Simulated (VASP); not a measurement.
# NaI (I4/mmm) in VASP: single point with r2SCAN

Aim: the single point of NaI with r2SCAN.

Everything below comes from runs of VASP 6.6.1. Logs are shortened: lines on timing, memory, paths and dates and some standing lists are left out, and cuts for length are marked.

### 1 The cell of the first run

The structure is tetragonal, space group I4/mmm (No. 139). The conventional cell has a = 4.841 Å, b = 4.841 Å, c = 6.459 Å, α = 90.00°, β = 90.00°, γ = 90.00°. Na (site symmetry 4/mmm) has 6 I at 3.23 to 3.42 Å within 4.2 Å. Within 4.2 Å of I (site symmetry 4/mmm) lie 6 Na at 3.23 to 3.42 Å.

### 2 Single point, r2SCAN (biaxial xy strain +6.0%)

Contents of POSCAR:

```
NaI
1.0
    0.0000000000      3.4228578445      3.2297205553
    3.4228578445      0.0000000000      3.2297205553
    3.4228578445      3.4228578445      0.0000000000
Na I
1 1
Direct
    0.0000000000      0.0000000000      0.0000000000
    0.5000000000      0.5000000000      0.5000000000
```

Contents of INCAR.step1:

```
ALGO = Normal ; EDIFF = 1E-4
ENCUT = 520 ; GGA = PE
ISMEAR = 0 ; LASPH = T
LCHARG = F ; LREAL = F
LWAVE = T ; NBANDS = 14
NELM = 60 ; PREC = Accurate
SIGMA = 0.01
```

Contents of INCAR.step2:

```
ALGO = Normal ; EDIFF = 1E-7
ENCUT = 520 ; ISIF = 2
ISMEAR = 0 ; ISTART = 1
LASPH = T ; LCHARG = F
LMIXTAU = T ; LREAL = F
LWAVE = F ; METAGGA = R2SCAN
NBANDS = 14 ; NELM = 60
PREC = Accurate ; SIGMA = 0.01
```

Contents of KPOINTS:

```
k-points
0
Gamma
  8 8 8
```

Potentials or basis: VASP PAW PBE potentials, release 64 (Na_pv, I).

Started as:

```bash
> cat potpaw_PBE.64/Na_pv/POTCAR potpaw_PBE.64/I/POTCAR > POTCAR
> cp INCAR.step1 INCAR
> mpirun -np 1 vasp_std > vasp.out
> cp INCAR.step2 INCAR
> mpirun -np 1 vasp_std > vasp.out
```

OUTCAR:

```text
EDIFF = 1E-7
   ENCUT = 520
   ISIF = 2
   ISMEAR = 0
   ISTART = 1
   LASPH = T
   LREAL = F
   METAGGA = R2SCAN
   NELM = 60
   PREC = Accurate

 ion  position               nearest neighbor table
   1  0.000  0.000  0.000-
   2  0.500  0.500  0.500-

  LATTYP: Found a body centered tetragonal cell.
 ALAT       =     4.8406519858
 C/A-ratio  =     1.3344155146

  Lattice vectors:

 A1 = (   0.0000000000,  -3.4228578445,  -3.2297205553)
 A2 = (   0.0000000000,   3.4228578445,  -3.2297205553)
 A3 = (   3.4228578445,   0.0000000000,   3.2297205553)

Analysis of symmetry for initial positions (statically):
=====================================================================
 Subroutine PRICEL returns:
 Original cell was already a primitive cell.

 Routine SETGRP: Setting up the symmetry group for a
 body centered tetragonal supercell.

 Subroutine GETGRP returns: Found 16 space group operations
 (whereof 16 operations were pure point group operations)
 out of a pool of 16 trial point group operations.

The static configuration has the point symmetry D_4h.

Analysis of symmetry for dynamics (positions and initial velocities):
=====================================================================
 Subroutine PRICEL returns:
 Original cell was already a primitive cell.

 Routine SETGRP: Setting up the symmetry group for a
 body centered tetragonal supercell.

 Subroutine GETGRP returns: Found 16 space group operations
 (whereof 16 operations were pure point group operations)
 out of a pool of 16 trial point group operations.

The dynamic configuration has the point symmetry D_4h.

 Subroutine INISYM returns: Found 16 space group operations
 (whereof 16 operations are pure point group operations),
 and found     1 'primitive' translations

----------------------------------------------------------------------------------------

                                     Primitive cell

  volume of cell :      75.6785

  direct lattice vectors                    reciprocal lattice vectors
     0.000000000  3.422857845  3.229720555    -0.146076765  0.146076765  0.154812155
     3.422857845  0.000000000  3.229720555     0.146076765 -0.146076765  0.154812155
     3.422857845  3.422857845  0.000000000     0.146076765  0.146076765 -0.154812155

  length of vectors
     4.706065309  4.706065309  4.840651986     0.258154306  0.258154306  0.258154306

  position of ions in fractional coordinates (direct lattice)
[... 82 lines left out ...]
   NSW    =      0    number of steps for IOM
   IBRION =     -1    ionic relax: 0-MD 1-quasi-New 2-CG
   NFREE  =      0    steps in history (QN), initial steepest desc. (CG)
   ISIF   =      2    stress and relaxation
   ISYM   =      2    0-nonsym 1-usesym 2-fastsym
   POTIM  = 0.5000    time-step for ionic-motion
   TEBEG  =    0.0;   TEEND  =   0.0 temperature during run
   PSTRESS=    0.0 pullay stress
   NELECT =      14.0000    total number of electrons
   NUPDOWN=      -1.0000    fix difference up-down
   EMIN   =  10.00;   EMAX   =-10.00  energy-range for DOS
   EFERMI =   0.00;   METHOD = LEGACY
   ISMEAR =     0;   SIGMA  =   0.01  broadening in eV -4-tet -1-fermi 0-gaus
   EFERMI_NEDOS =   21; number of points for ismear=-14 and -15
   IALGO  =     38    algorithm
   IMIX   =      4    mixing-type and parameters
     AMIX     =   0.40;   BMIX     =  1.00
     AMIX_MAG =   1.60;   BMIX_MAG =  1.00
  volume/ion in A,a.u.               =      37.84       255.35
  Fermi-wavevector in a.u.,A,eV,Ry     =   0.932810  1.762756 11.838904  0.870135
  Thomas-Fermi vector in A             =   2.059447
   LORBIT       =      0    0 simple, 1 ext, 2 COOP (PROOUT), +10 PAW based schemes
   METAGGA = R2SCAN    functional components
   LHFCALC =     F    Hartree Fock is set to
   AEXX    =    0.0000 exact exchange contribution
   IVDW    =     0    specifies the selected vdW correction
   LEPSILON=     F    determine dielectric tensor
   LRPA    =     F    only Hartree local field effects (RPA)
 non-spin polarized calculation
 Gauss-broadening in eV      SIGMA  =   0.01
  energy-cutoff  :      520.00
  volume of cell :       75.68
 maximum number of plane-waves:      2056
   NGX = 17   NGY = 17   NGZ = 17

 number of electron      14.0000009 magnetization

 Free energy of the ion-electron system (eV)
  ---------------------------------------------------
  ext. energy  EPLUGINS =         0.00000000
  ---------------------------------------------------
  free energy    TOTEN  =       -31.03211314 eV

  energy without entropy =      -31.03211314  energy(sigma->0) =      -31.03211314

 E-fermi :  -0.0837     XC(G=0):  -7.6029

 val. band max:       -0.2077441470   @ k =   0.0000   0.0000   0.0000
 cond. band min:       3.9043056218   @ k =   0.0000   0.0000   0.0000
 fundamental gap:      4.1120497688
 Fermi energy:        -0.0836822514

 k-point     1 :       0.0000    0.0000    0.0000
  band No.  band energies     occupation
      1     -23.6218      2.00000
      2     -23.6218      2.00000
      3     -23.6147      2.00000
      4     -11.3223      2.00000
      5      -0.2922      2.00000
      6      -0.2077      2.00000
      7      -0.2077      2.00000
      8       3.9043      0.00000
      9       8.1250      0.00000
     10       8.1250      0.00000
     11       8.4721      0.00000
     12       9.6246      0.00000
     13      10.1739      0.00000
     14      10.7530      0.00000
[... 377 lines left out ...]
      1     -23.6232      2.00000
      2     -23.6222      2.00000
      3     -23.6155      2.00000
      4     -11.1321      2.00000
      5      -1.6443      2.00000
      6      -0.5637      2.00000
      7      -0.4991      2.00000
      8       5.6768      0.00000
      9       7.2676      0.00000
     10       7.7279      0.00000
     11       8.4814      0.00000
     12      10.2273      0.00000
     13      11.2130      0.00000
     14      11.3632      0.00000

 [... further k-points ...]
[... 5 lines left out ...]
  --------------------------------------------------------------------------------------
  -------------------------------------------------------------------------------------
  Total       -0.8101875     -0.8101875     -0.3997329      0.0000000     -0.0000000     -0.0000000
  in kB      -17.1523431    -17.1523431     -8.4626774      0.0000000     -0.0000000     -0.0000000
  external PRESSURE =     -14.2557878 kB  Pullay stress =       0.0000000 kB

 VOLUME and BASIS-vectors are now :
 -----------------------------------------------------------------------------
  energy-cutoff  :      520.00
  volume of cell :       75.68
      direct lattice vectors                 reciprocal lattice vectors
     0.000000000  3.422857845  3.229720555    -0.146076765  0.146076765  0.154812155
     3.422857845  0.000000000  3.229720555     0.146076765 -0.146076765  0.154812155
     3.422857845  3.422857845  0.000000000     0.146076765  0.146076765 -0.154812155

 POSITION                                       TOTAL-FORCE (eV/Angst)
 -----------------------------------------------------------------------------------
      0.00000      0.00000      0.00000         0.000000      0.000000      0.000000
      3.42286      3.42286      3.22972        -0.000000      0.000000      0.000000
 -----------------------------------------------------------------------------------
    total drift:                                0.000000      0.000000      0.000000

  FREE ENERGIE OF THE ION-ELECTRON SYSTEM (eV)
  ---------------------------------------------------
  free  energy   TOTEN  =       -31.0321131399 eV

  energy  without entropy=      -31.0321131399  energy(sigma->0) =      -31.03211314
```

OUTCAR.step1:

```text
EDIFF = 1E-4
   ENCUT = 520
   GGA = PE
   ISMEAR = 0
   LASPH = T
[... 629 lines left out ...]
 -----------------------------------------------------------------------------------
      0.00000      0.00000      0.00000         0.000000     -0.000000     -0.000000
      3.42286      3.42286      3.22972         0.000000      0.000000      0.000000
 -----------------------------------------------------------------------------------
    total drift:                                0.000000      0.000000      0.000000

  FREE ENERGIE OF THE ION-ELECTRON SYSTEM (eV)
  ---------------------------------------------------
  free  energy   TOTEN  =        -5.3596265294 eV

  energy  without entropy=       -5.3596265294  energy(sigma->0) =       -5.35962653
```

Wall time 8.7 min (1 thread of AMD EPYC 7R43 (Zen 3), shared host); peak memory 0.21 GiB.

Results:

| Property | Result |
| --- | --- |
| Free energy | -31.0321 eV |
| Pressure | -1.4 GPa |
| Band gap on the k mesh | 4.11 eV |

Stress tensor (GPa, compression positive):
```
-1.72  0.00  0.00
 0.00 -1.72  0.00
 0.00  0.00 -0.85
```

Caveat: the cell differs from its parent crystal (biaxial xy strain +6.0%); the PAW data sets were made with another functional, which shifts forces and pressure a little; spin-orbit coupling is left out, which moves the levels of the heavy elements. A k mesh can miss the band edges.
